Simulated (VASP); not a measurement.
# InSb (F-43m) in VASP: a series of runs

Runs on InSb. Level: LDA. Tasks: electric field gradients.

All numbers are computed with VASP 6.6.1; they aren't measurements. Logs are shortened: lines on timing, memory, paths and dates and some standing lists are left out, and cuts for length are marked.

### 1 The cell of the first run

It takes space group F-43m (No. 216, cubic). Conventional cell: a = 6.391 Å, b = 6.391 Å, c = 6.391 Å, α = 90.00°, β = 90.00°, γ = 90.00°. Within 3.6 Å of In (site symmetry -43m) lie 4 Sb at 2.77 Å. Within 3.6 Å of Sb (site symmetry -43m) lie 4 In at 2.77 Å.

### 2 Electric field gradients, LDA (volume scaled by 0.96)

Contents of INCAR:

```
PREC = Accurate
ENCUT = 520
EDIFF = 1E-8
ISMEAR = -1
SIGMA = 0.03
LREAL = False
LASPH = True
NELM = 100
ALGO = Normal
ISIF = 2
LWAVE = False
LCHARG = False
GGA = CA
LEFG = True
NBANDS = 16
```

Contents of KPOINTS:

```
Automatic mesh
0
Gamma
  10 10 10
```

Contents of POSCAR:

```
InSb
1.0
    0.0000000000      3.1953230120      3.1953230120
    3.1953230120      0.0000000000      3.1953230120
    3.1953230120      3.1953230120      0.0000000000
In Sb
1 1
Direct
    0.0000000000      0.0000000000      0.0000000000
    0.7500000000      0.7500000000      0.7500000000
```

Potentials or basis: VASP PAW LDA potentials, release 64 (In_d, Sb).

On the command line:

```bash
> cat potpaw_LDA.64/In_d/POTCAR potpaw_LDA.64/Sb/POTCAR > POTCAR
> mpirun -np 1 vasp_std > vasp.out
```

OUTCAR:

```text
PREC = Accurate
   ENCUT = 520
   EDIFF = 1E-8
   ISMEAR = -1
   LREAL = False
   LASPH = True
   NELM = 100
   ISIF = 2
   GGA = CA

 ion  position               nearest neighbor table
   1  0.000  0.000  0.000-   2 2.77   2 2.77   2 2.77   2 2.77
   2  0.750  0.750  0.750-   1 2.77   1 2.77   1 2.77   1 2.77

  LATTYP: Found a face centered cubic cell.
 ALAT       =     6.3906460240

  Lattice vectors:

 A1 = (   0.0000000000,   3.1953230120,   3.1953230120)
 A2 = (   3.1953230120,   0.0000000000,   3.1953230120)
 A3 = (   3.1953230120,   3.1953230120,   0.0000000000)

Analysis of symmetry for initial positions (statically):
=====================================================================
 Subroutine PRICEL returns:
 Original cell was already a primitive cell.

 Routine SETGRP: Setting up the symmetry group for a
 face centered cubic supercell.

 Subroutine GETGRP returns: Found 24 space group operations
 (whereof 24 operations were pure point group operations)
 out of a pool of 48 trial point group operations.

The static configuration has the point symmetry T_d .

Analysis of symmetry for dynamics (positions and initial velocities):
=====================================================================
 Subroutine PRICEL returns:
 Original cell was already a primitive cell.

 Routine SETGRP: Setting up the symmetry group for a
 face centered cubic supercell.

 Subroutine GETGRP returns: Found 24 space group operations
 (whereof 24 operations were pure point group operations)
 out of a pool of 48 trial point group operations.

The dynamic configuration has the point symmetry T_d .

 Subroutine INISYM returns: Found 24 space group operations
 (whereof 24 operations are pure point group operations),
 and found     1 'primitive' translations

----------------------------------------------------------------------------------------

                                     Primitive cell

  volume of cell :      65.2491

  direct lattice vectors                    reciprocal lattice vectors
     0.000000000  3.195323012  3.195323012    -0.156478703  0.156478703  0.156478703
     3.195323012  0.000000000  3.195323012     0.156478703 -0.156478703  0.156478703
     3.195323012  3.195323012  0.000000000     0.156478703  0.156478703 -0.156478703

  length of vectors
     4.518869140  4.518869140  4.518869140     0.271029064  0.271029064  0.271029064

  position of ions in fractional coordinates (direct lattice)
     0.000000000  0.000000000  0.000000000
     0.750000000  0.750000000  0.750000000

  ion indices of the primitive-cell ions
   primitive index   ion index
                 1           1
                 2           2

----------------------------------------------------------------------------------------

 KPOINTS: Automatic mesh

Automatic generation of k-mesh.
 Grid dimensions read from file:
 generate k-points for:   10   10   10

 Generating k-lattice:

  Cartesian coordinates                     Fractional coordinates (reciprocal lattice)
    -0.015647870  0.015647870  0.015647870     0.100000000  0.000000000  0.000000000
     0.015647870 -0.015647870  0.015647870     0.000000000  0.100000000  0.000000000
     0.015647870  0.015647870 -0.015647870     0.000000000  0.000000000  0.100000000

  Length of vectors
     0.027102906  0.027102906  0.027102906

  Shift w.r.t. Gamma in fractional coordinates (k-lattice)
     0.000000000  0.000000000  0.000000000

 Subroutine IBZKPT returns following result:
 ===========================================

 Found     47 irreducible k-points:

 Following reciprocal coordinates:
            Coordinates               Weight
  0.000000  0.000000  0.000000      1.000000
  0.100000  0.000000  0.000000      8.000000
  0.200000  0.000000  0.000000      8.000000
  0.300000  0.000000  0.000000      8.000000
  0.400000  0.000000  0.000000      8.000000
  0.500000  0.000000  0.000000      4.000000
[... 16 lines left out ...]
  0.300000  0.300000  0.000000      6.000000
  0.400000  0.300000  0.000000     24.000000
 [... further k-points ...]
   k-points           NKPTS =     47   k-points in BZ     NKDIM =     47   number of bands    NBANDS=     16
   number of dos      NEDOS =    301   number of ions     NIONS =      2
   total plane-waves  NPLWV =  46656
   dimension x,y,z NGX =    36 NGY =   36 NGZ =   36
   dimension x,y,z NGXF=    72 NGYF=   72 NGZF=   72
   ions per type =               1   1
   NGX,Y,Z   is equivalent  to a cutoff of  13.24, 13.24, 13.24 a.u.
   NGXF,Y,Z  is equivalent  to a cutoff of  26.49, 26.49, 26.49 a.u.
 SYSTEM =  unknown system
   PREC   = accura    normal or accurate (medium, high low for compatibility)
   ISTART =      0    job   : 0-new  1-cont  2-samecut
   ICHARG =      2    charge: 1-file 2-atom 10-const
   ISPIN  =      1    spin polarized calculation?
   LNONCOLLINEAR =      F non collinear calculations
   LSORBIT =      F    spin-orbit coupling
   LASPH  =      T    aspherical Exc in radial PAW
   ENCUT  =  520.0 eV  38.22 Ry    6.18 a.u.   8.40  8.40  8.40*2*pi/ulx,y,z
   NELM   =    100;   NELMIN=  2; NELMDL= -5     # of ELM steps
   EDIFF  = 0.1E-07   stopping-criterion for ELM
   LREAL  =      F    real-space projection
   EDIFFG = 0.1E-06   stopping-criterion for IOM
   NSW    =      0    number of steps for IOM
   IBRION =     -1    ionic relax: 0-MD 1-quasi-New 2-CG
   NFREE  =      0    steps in history (QN), initial steepest desc. (CG)
   ISIF   =      2    stress and relaxation
   ISYM   =      2    0-nonsym 1-usesym 2-fastsym
   POTIM  = 0.5000    time-step for ionic-motion
   TEBEG  =    0.0;   TEEND  =   0.0 temperature during run
   PSTRESS=    0.0 pullay stress
   NELECT =      18.0000    total number of electrons
   NUPDOWN=      -1.0000    fix difference up-down
   EMIN   =  10.00;   EMAX   =-10.00  energy-range for DOS
   EFERMI =   0.00;   METHOD = LEGACY
   ISMEAR =    -1;   SIGMA  =   0.03  broadening in eV -4-tet -1-fermi 0-gaus
   EFERMI_NEDOS =   21; number of points for ismear=-14 and -15
   IALGO  =     38    algorithm
   IMIX   =      4    mixing-type and parameters
     AMIX     =   0.40;   BMIX     =  1.00
     AMIX_MAG =   1.60;   BMIX_MAG =  1.00
  volume/ion in A,a.u.               =      32.62       220.16
  Fermi-wavevector in a.u.,A,eV,Ry     =   1.065715  2.013909 15.452783  1.135748
  Thomas-Fermi vector in A             =   2.201275
   LORBIT       =      0    0 simple, 1 ext, 2 COOP (PROOUT), +10 PAW based schemes
   GGA     = CA    functional components
   LHFCALC =     F    Hartree Fock is set to
   AEXX    =    0.0000 exact exchange contribution
   IVDW    =     0    specifies the selected vdW correction
   LEPSILON=     F    determine dielectric tensor
   LRPA    =     F    only Hartree local field effects (RPA)
 non-spin polarized calculation
  energy-cutoff  :      520.00
  volume of cell :       65.25
 maximum number of plane-waves:      1807
 NGX is ok and might be reduce to    36
   NGX = 17   NGY = 17   NGZ = 17

 number of electron      18.0000005 magnetization

 Free energy of the ion-electron system (eV)
  ---------------------------------------------------
  ext. energy  EPLUGINS =         0.00000000
  ---------------------------------------------------
  free energy    TOTEN  =        -8.20647307 eV

  energy without entropy =       -8.20633344  energy(sigma->0) =       -8.20640325

 E-fermi :   5.3644     XC(G=0):  -9.1655

 val. band max:        5.3405567641   @ k =   0.0000   0.0000   0.0000
 cond. band min:       5.8348253097   @ k =   0.5000   0.0000   0.0000
 fundamental gap:      0.4942685456
 Fermi energy:         5.3644131669

 k-point     1 :       0.0000    0.0000    0.0000
  band No.  band energies     occupation
      1      -9.3150      2.00000
      2      -9.3150      2.00000
      3      -9.3150      2.00000
      4      -9.2154      2.00000
      5      -9.2154      2.00000
      6      -5.7026      2.00000
[... 8 lines left out ...]
     15      13.6811      0.00000
     16      13.6811      0.00000
[... 419 lines left out ...]
 k-point    24 :       0.4000    0.3000    0.0000
  band No.  band energies     occupation
      1      -9.3923      2.00000
      2      -9.2757      2.00000
      3      -9.2746      2.00000
      4      -9.2323      2.00000
      5      -9.2079      2.00000
      6      -4.2363      2.00000
[... 8 lines left out ...]
     15      14.9878      0.00000
     16      15.4617      0.00000

 [... further k-points ...]

------------------------ aborting loop because EDIFF is reached ----------------------------------------

  FORCE on cell =-STRESS in cart. coord.  units (eV):
  Direction    XX          YY          ZZ          XY          YZ          ZX
  --------------------------------------------------------------------------------------
  -------------------------------------------------------------------------------------
  Total        0.6053087      0.6053087      0.6053087      0.0000000      0.0000000     -0.0000000
  in kB       14.8632312     14.8632312     14.8632312      0.0000000      0.0000000     -0.0000000
  external PRESSURE =      14.8632312 kB  Pullay stress =       0.0000000 kB

 VOLUME and BASIS-vectors are now :
 -----------------------------------------------------------------------------
  energy-cutoff  :      520.00
  volume of cell :       65.25
      direct lattice vectors                 reciprocal lattice vectors
     0.000000000  3.195323012  3.195323012    -0.156478703  0.156478703  0.156478703
     3.195323012  0.000000000  3.195323012     0.156478703 -0.156478703  0.156478703
     3.195323012  3.195323012  0.000000000     0.156478703  0.156478703 -0.156478703

 POSITION                                       TOTAL-FORCE (eV/Angst)
 -----------------------------------------------------------------------------------
      0.00000      0.00000      0.00000        -0.000000      0.000000      0.000000
      4.79298      4.79298      4.79298         0.000000     -0.000000     -0.000000
 -----------------------------------------------------------------------------------
    total drift:                                0.000000      0.000000      0.000000

  FREE ENERGIE OF THE ION-ELECTRON SYSTEM (eV)
  ---------------------------------------------------
  free  energy   TOTEN  =        -8.2064730725 eV

  energy  without entropy=       -8.2063334372  energy(sigma->0) =       -8.20640325

 Electric field gradients (V/A^2)
---------------------------------------------------------------------
 ion       V_xx      V_yy      V_zz      V_xy      V_xz      V_yz
---------------------------------------------------------------------
   1      -0.000     0.000    -0.000    -0.000    -0.000    -0.000
   2      -0.000     0.000     0.000    -0.000    -0.000    -0.000
---------------------------------------------------------------------

 Electric field gradients after diagonalization (V/A^2)
 (convention: |V_zz| > |V_xx| > |V_yy|)
----------------------------------------------------------------------
 ion       V_xx      V_yy      V_zz     asymmetry (V_yy - V_xx)/ V_zz
----------------------------------------------------------------------
   1       0.000     0.000    -0.001       0.000
   2       0.000     0.000    -0.000       0.000
----------------------------------------------------------------------

           NMR quadrupolar parameters

 Cq : quadrupolar parameter    Cq=e*Q*V_zz/h
 eta: asymmetry parameters     (V_yy - V_xx)/ V_zz
 Q  : nuclear electric quadrupole moment in mb (millibarn)
----------------------------------------------------------------------
 ion       Cq(MHz)       eta       Q (mb)
----------------------------------------------------------------------
   1      -0.000       0.000       1.000
   2      -0.000       0.000       1.000
----------------------------------------------------------------------
```

It took 30 s on 1 thread of AMD EPYC 9R45 (Zen 5), shared host; peak memory 0.18 GiB.

What came out:

| Quantity | Value |
| --- | --- |
| Free energy | -8.2065 eV |
| Pressure | 1.5 GPa |
| Band gap on the k mesh | zero (filled and empty bands touch) |

Levels at points of the mesh, in eV from the Fermi level:
| k point | band 7 | band 8 | band 9 | band 10 | band 11 | band 12 |
| --- | --- | --- | --- | --- | --- | --- |
| (0.00, 0.00, 0.00) | -0.15 | -0.02 | -0.02 | -0.02 | 2.88 | 2.88 |
| (0.50, 0.00, 0.00) | -5.90 | -1.10 | -1.10 | 0.47 | 3.75 | 3.75 |
| (0.50, 0.50, 0.00) | -6.18 | -2.44 | -2.44 | 1.15 | 1.20 | 8.26 |

Caveat: without QUAD_EFG the Cq values of the log hold for a quadrupole moment of 1 mb, not for the nuclei; spin-orbit coupling is left out, which moves the levels of the heavy elements.

(Continued in part 2 of 3.)
